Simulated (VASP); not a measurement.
# SrHg2O2 (P-3m1) in VASP: single point with PBE

Aim: the single point of SrHg2O2 with PBE.

Program: VASP 6.6.1. These are calculated values, not measurements. Logs are shortened: lines on timing, memory, paths and dates and some standing lists are left out, and cuts for length are marked.

### Step 1. The cell of the first run

It takes space group P-3m1 (No. 164, trigonal). Conventional cell: a = 4.687 Å, b = 4.687 Å, c = 4.872 Å, α = 90.00°, β = 90.00°, γ = 120.00°. Within 3.1 Å of Hg (site symmetry 3m) lie 5 O at 2.38 to 3.00 Å and 3 Hg at 2.95 Å. O (site symmetry 3m) has 5 Hg at 2.38 to 3.00 Å and 3 Sr at 2.76 Å and 3 O at 2.91 Å within 3.1 Å. Within 3.6 Å of Sr (site symmetry -3m) lie 6 O at 2.76 Å and 6 Hg at 3.27 Å.

### Step 2. Single point, PBE

Contents of INCAR:

```
ALGO = Normal
EDIFF = 1E-7
ENCUT = 520
GGA = PE
ISIF = 2
ISMEAR = -1
LASPH = True
LCHARG = False
LREAL = False
LWAVE = False
NBANDS = 31
NELM = 100
PREC = Accurate
SIGMA = 0.1
```

Contents of KPOINTS:

```
k-points
0
Gamma
  7 7 6
```

Contents of POSCAR:

```
SrHg2O2
1.0
    2.3434586727      4.0589894865      0.0000000000
   -2.3434586727      4.0589894865      0.0000000000
    0.0000000000      0.0000000000      4.8720725325
Hg O Sr
2 2 1
Direct
    0.3333333333      0.3333333333      0.3781743475
    0.6666666667      0.6666666667      0.6218256525
    0.3333333333      0.3333333333      0.8896242920
    0.6666666667      0.6666666667      0.1103757080
    0.0000000000      0.0000000000      0.0000000000
```

Potentials or basis: VASP PAW PBE potentials, release 64 (Hg, O, Sr_sv).

On the command line:

```
$ cat potpaw_PBE.64/Hg/POTCAR potpaw_PBE.64/O/POTCAR potpaw_PBE.64/Sr_sv/POTCAR > POTCAR
$ mpirun -np 1 vasp_std > vasp.out
```

OUTCAR:

```text
EDIFF = 1E-7
   ENCUT = 520
   GGA = PE
   ISIF = 2
   ISMEAR = -1
   LASPH = True
   LREAL = False
   NELM = 100
   PREC = Accurate

 ion  position               nearest neighbor table
   1  0.333  0.333  0.378-   3 2.38   3 2.49   2 2.95   2 2.95   2 2.95   5 3.27   5 3.27   5 3.27
                             5 4.06   5 4.06   5 4.06
   2  0.667  0.667  0.622-   4 2.38   4 2.49   1 2.95   1 2.95   1 2.95   5 3.27   5 3.27   5 3.27
                             5 4.06   5 4.06   5 4.06
   3  0.333  0.333  0.890-   1 2.38   1 2.49   5 2.76   5 2.76   5 2.76
   4  0.667  0.667  0.110-   2 2.38   2 2.49   5 2.76   5 2.76   5 2.76
   5  0.000  0.000  0.000-   3 2.76   4 2.76   4 2.76   4 2.76   3 2.76   3 2.76   1 3.27   2 3.27
                             1 3.27   2 3.27   1 3.27   2 3.27   2 4.06   1 4.06   1 4.06   2 4.06

  LATTYP: Found a hexagonal cell.
 ALAT       =     4.6869173454
 C/A-ratio  =     1.0395046837

  Lattice vectors:

 A1 = (   2.3434586727,  -4.0589894865,   0.0000000000)
 A2 = (   2.3434586727,   4.0589894865,   0.0000000000)
 A3 = (   0.0000000000,   0.0000000000,   4.8720725325)

Analysis of symmetry for initial positions (statically):
=====================================================================
 Subroutine PRICEL returns:
 Original cell was already a primitive cell.

 Routine SETGRP: Setting up the symmetry group for a
 hexagonal supercell.

 Subroutine GETGRP returns: Found 12 space group operations
 (whereof 12 operations were pure point group operations)
 out of a pool of 24 trial point group operations.

The static configuration has the point symmetry D_3d.

Analysis of symmetry for dynamics (positions and initial velocities):
=====================================================================
 Subroutine PRICEL returns:
 Original cell was already a primitive cell.

 Routine SETGRP: Setting up the symmetry group for a
 hexagonal supercell.

 Subroutine GETGRP returns: Found 12 space group operations
 (whereof 12 operations were pure point group operations)
 out of a pool of 24 trial point group operations.

The dynamic configuration has the point symmetry D_3d.

 Subroutine INISYM returns: Found 12 space group operations
 (whereof 12 operations are pure point group operations),
 and found     1 'primitive' translations

----------------------------------------------------------------------------------------

                                     Primitive cell

  volume of cell :      92.6870

  direct lattice vectors                    reciprocal lattice vectors
     2.343458673  4.058989486  0.000000000     0.213359854  0.123183369  0.000000000
    -2.343458673  4.058989486  0.000000000    -0.213359854  0.123183369  0.000000000
     0.000000000  0.000000000  4.872072532     0.000000000  0.000000000  0.205251460

  length of vectors
     4.686917345  4.686917345  4.872072532     0.246366738  0.246366738  0.205251460

  position of ions in fractional coordinates (direct lattice)
     0.333333333  0.333333333  0.378174348
     0.666666667  0.666666667  0.621825653
     0.333333333  0.333333333  0.889624292
     0.666666667  0.666666667  0.110375708
     0.000000000  0.000000000  0.000000000

  ion indices of the primitive-cell ions
   primitive index   ion index
                 1           1
                 2           2
                 3           3
                 4           4
                 5           5

----------------------------------------------------------------------------------------

 KPOINTS: k-points

Automatic generation of k-mesh.
 Grid dimensions read from file:
 generate k-points for:    7    7    6

 Generating k-lattice:

  Cartesian coordinates                     Fractional coordinates (reciprocal lattice)
     0.030479979  0.017597624  0.000000000     0.142857143  0.000000000  0.000000000
    -0.030479979  0.017597624  0.000000000     0.000000000  0.142857143  0.000000000
     0.000000000  0.000000000  0.034208577     0.000000000  0.000000000  0.166666667

  Length of vectors
     0.035195248  0.035195248  0.034208577

  Shift w.r.t. Gamma in fractional coordinates (k-lattice)
     0.000000000  0.000000000  0.000000000

 Subroutine IBZKPT returns following result:
 ===========================================

 Found     40 irreducible k-points:

 Following reciprocal coordinates:
            Coordinates               Weight
  0.000000  0.000000  0.000000      1.000000
  0.142857  0.000000  0.000000      6.000000
  0.285714  0.000000  0.000000      6.000000
  0.428571  0.000000  0.000000      6.000000
  0.285714  0.142857  0.000000      6.000000
  0.428571  0.142857  0.000000     12.000000
[... 16 lines left out ...]
  0.142857  0.142857  0.333333      6.000000
  0.285714  0.000000  0.333333      6.000000
 [... further k-points ...]
   k-points           NKPTS =     40   k-points in BZ     NKDIM =     40   number of bands    NBANDS=     31
   number of dos      NEDOS =    301   number of ions     NIONS =      5
   total plane-waves  NPLWV =  46656
   dimension x,y,z NGX =    36 NGY =   36 NGZ =   36
   dimension x,y,z NGXF=    72 NGYF=   72 NGZF=   72
   ions per type =               2   2   1
   NGX,Y,Z   is equivalent  to a cutoff of  12.77, 12.77, 12.28 a.u.
   NGXF,Y,Z  is equivalent  to a cutoff of  25.54, 25.54, 24.57 a.u.
 SYSTEM =  unknown system
   PREC   = accura    normal or accurate (medium, high low for compatibility)
   ISTART =      0    job   : 0-new  1-cont  2-samecut
   ICHARG =      2    charge: 1-file 2-atom 10-const
   ISPIN  =      1    spin polarized calculation?
   LNONCOLLINEAR =      F non collinear calculations
   LSORBIT =      F    spin-orbit coupling
   LASPH  =      T    aspherical Exc in radial PAW
   ENCUT  =  520.0 eV  38.22 Ry    6.18 a.u.   8.71  8.71  9.06*2*pi/ulx,y,z
   NELM   =    100;   NELMIN=  2; NELMDL= -5     # of ELM steps
   EDIFF  = 0.1E-06   stopping-criterion for ELM
   LREAL  =      F    real-space projection
   EDIFFG = 0.1E-05   stopping-criterion for IOM
   NSW    =      0    number of steps for IOM
   IBRION =     -1    ionic relax: 0-MD 1-quasi-New 2-CG
   NFREE  =      0    steps in history (QN), initial steepest desc. (CG)
   ISIF   =      2    stress and relaxation
   ISYM   =      2    0-nonsym 1-usesym 2-fastsym
   POTIM  = 0.5000    time-step for ionic-motion
   TEBEG  =    0.0;   TEEND  =   0.0 temperature during run
   PSTRESS=    0.0 pullay stress
   NELECT =      46.0000    total number of electrons
   NUPDOWN=      -1.0000    fix difference up-down
   EMIN   =  10.00;   EMAX   =-10.00  energy-range for DOS
   EFERMI =   0.00;   METHOD = LEGACY
   ISMEAR =    -1;   SIGMA  =   0.10  broadening in eV -4-tet -1-fermi 0-gaus
   EFERMI_NEDOS =   21; number of points for ismear=-14 and -15
   IALGO  =     38    algorithm
   IMIX   =      4    mixing-type and parameters
     AMIX     =   0.40;   BMIX     =  1.00
     AMIX_MAG =   1.60;   BMIX_MAG =  1.00
  volume/ion in A,a.u.               =      18.54       125.10
  Fermi-wavevector in a.u.,A,eV,Ry     =   1.296148  2.449364 22.857768  1.679999
  Thomas-Fermi vector in A             =   2.427622
   LORBIT       =      0    0 simple, 1 ext, 2 COOP (PROOUT), +10 PAW based schemes
   GGA     = PE    functional components
   LHFCALC =     F    Hartree Fock is set to
   AEXX    =    0.0000 exact exchange contribution
   IVDW    =     0    specifies the selected vdW correction
   LEPSILON=     F    determine dielectric tensor
   LRPA    =     F    only Hartree local field effects (RPA)
 non-spin polarized calculation
  energy-cutoff  :      520.00
  volume of cell :       92.69
 maximum number of plane-waves:      2514
   NGX = 17   NGY = 17   NGZ = 19

 number of electron      45.9999982 magnetization

 Free energy of the ion-electron system (eV)
  ---------------------------------------------------
  ext. energy  EPLUGINS =         0.00000000
  ---------------------------------------------------
  free energy    TOTEN  =       -15.60083239 eV

  energy without entropy =      -15.55378317  energy(sigma->0) =      -15.57730778

 E-fermi :   2.7336     XC(G=0): -10.3942

 val. band max:        2.7294001625   @ k =   0.4286   0.1429   0.3333
 cond. band min:       2.8708800061   @ k =   0.4286   0.0000   0.3333
 fundamental gap:      0.1414798436
 Fermi energy:         2.7336160034

 k-point     1 :       0.0000    0.0000    0.0000
  band No.  band energies     occupation
      1     -31.8374      2.00000
      2     -14.3358      2.00000
      3     -14.2480      2.00000
      4     -13.7571      2.00000
      5     -13.7571      2.00000
      6     -13.5194      2.00000
[... 23 lines left out ...]
     30       9.4795      0.00000
     31       9.4870      0.00000

 k-point     2 :       0.1429    0.0000    0.0000
  band No.  band energies     occupation
      1     -31.8365      2.00000
      2     -14.5161      2.00000
      3     -14.2337      2.00000
      4     -13.7626      2.00000
      5     -13.6069      2.00000
      6     -13.4930      2.00000
[... 23 lines left out ...]
     30       9.5899      0.00000
     31      10.0414      0.00000

 k-point     3 :       0.2857    0.0000    0.0000
  band No.  band energies     occupation
      1     -31.8343      2.00000
      2     -14.7432      2.00000
      3     -14.1911      2.00000
      4     -13.7746      2.00000
      5     -13.7360      2.00000
      6     -13.1505      2.00000
[... 23 lines left out ...]
     30       9.8026      0.00000
     31      10.0541      0.00000

 k-point     4 :       0.4286    0.0000    0.0000
  band No.  band energies     occupation
      1     -31.8325      2.00000
      2     -14.8654      2.00000
      3     -14.1299      2.00000
      4     -13.8776      2.00000
      5     -13.7842      2.00000
      6     -12.9207      2.00000
[... 23 lines left out ...]
     30       9.5661      0.00000
     31       9.9114      0.00000

 k-point     5 :       0.2857    0.1429    0.0000
  band No.  band energies     occupation
      1     -31.8349      2.00000
      2     -14.6770      2.00000
      3     -14.2205      2.00000
      4     -13.8877      2.00000
      5     -13.5235      2.00000
      6     -13.2919      2.00000
[... 23 lines left out ...]
     30       9.6181      0.00000
     31      10.0958      0.00000
[... 542 lines left out ...]
     30       9.2105      0.00000
     31      10.6065      0.00000

 k-point    22 :       0.1429    0.0000    0.3333
  band No.  band energies     occupation
      1     -31.8357      2.00000
      2     -14.4263      2.00000
      3     -14.2632      2.00000
      4     -13.7611      2.00000
      5     -13.5562      2.00000
      6     -13.4470      2.00000
[... 23 lines left out ...]
     30       9.9695      0.00000
     31      10.2280      0.00000

 k-point    23 :       0.1429    0.1429    0.3333
  band No.  band energies     occupation
      1     -31.8357      2.00000
      2     -14.4318      2.00000
      3     -14.2563      2.00000
      4     -13.7610      2.00000
      5     -13.5545      2.00000
      6     -13.4499      2.00000
[... 23 lines left out ...]
     30      10.0855      0.00000
     31      10.3680      0.00000

 k-point    24 :       0.2857    0.0000    0.3333
  band No.  band energies     occupation
      1     -31.8336      2.00000
      2     -14.6672      2.00000
      3     -14.2160      2.00000
      4     -13.7738      2.00000
      5     -13.6646      2.00000
      6     -13.1140      2.00000
[... 23 lines left out ...]
     30       9.3376      0.00000
     31       9.9273      0.00000

 [... further k-points ...]
[... 5 lines left out ...]
  --------------------------------------------------------------------------------------
  -------------------------------------------------------------------------------------
  Total        0.2051701      0.2051701      0.4302605      0.0000000      0.0000000     -0.0000000
  in kB        3.5465464      3.5465464      7.4374328      0.0000000      0.0000000     -0.0000000
  external PRESSURE =       4.8435085 kB  Pullay stress =       0.0000000 kB

 VOLUME and BASIS-vectors are now :
 -----------------------------------------------------------------------------
  energy-cutoff  :      520.00
  volume of cell :       92.69
      direct lattice vectors                 reciprocal lattice vectors
     2.343458673  4.058989486  0.000000000     0.213359854  0.123183369  0.000000000
    -2.343458673  4.058989486  0.000000000    -0.213359854  0.123183369  0.000000000
     0.000000000  0.000000000  4.872072532     0.000000000  0.000000000  0.205251460

 POSITION                                       TOTAL-FORCE (eV/Angst)
 -----------------------------------------------------------------------------------
      0.00000      2.70599      1.84249        -0.000000      0.000000      0.006180
      0.00000      5.41199      3.02958         0.000000     -0.000000     -0.006180
      0.00000      2.70599      4.33431        -0.000000      0.000000     -0.023289
      0.00000      5.41199      0.53776         0.000000     -0.000000      0.023289
      0.00000      0.00000      0.00000         0.000000     -0.000000      0.000000
 -----------------------------------------------------------------------------------
    total drift:                               -0.000000      0.000000      0.000000

  FREE ENERGIE OF THE ION-ELECTRON SYSTEM (eV)
  ---------------------------------------------------
  free  energy   TOTEN  =       -15.6008323856 eV

  energy  without entropy=      -15.5537831721  energy(sigma->0) =      -15.57730778
```

It took 2.5 min on 1 thread of AMD EPYC 7R43 (Zen 3), shared host; peak memory 0.23 GiB.

Results:

```
Free energy            : -15.6008 eV
Pressure               : 0.5 GPa
Largest force          : 0.023 eV/Å
Band gap on the k mesh : zero (band 23 reaches 3.56 eV, above the bottom of band 24 at 1.91 eV)
```

Forces in eV/Å, atoms in the order of the input:
```
Hg   0.000  0.000  0.006
Hg   0.000  0.000 -0.006
O    0.000  0.000 -0.023
O    0.000  0.000  0.023
Sr   0.000  0.000  0.000
```

Caveat: spin-orbit coupling is left out, which moves the levels of the heavy elements.
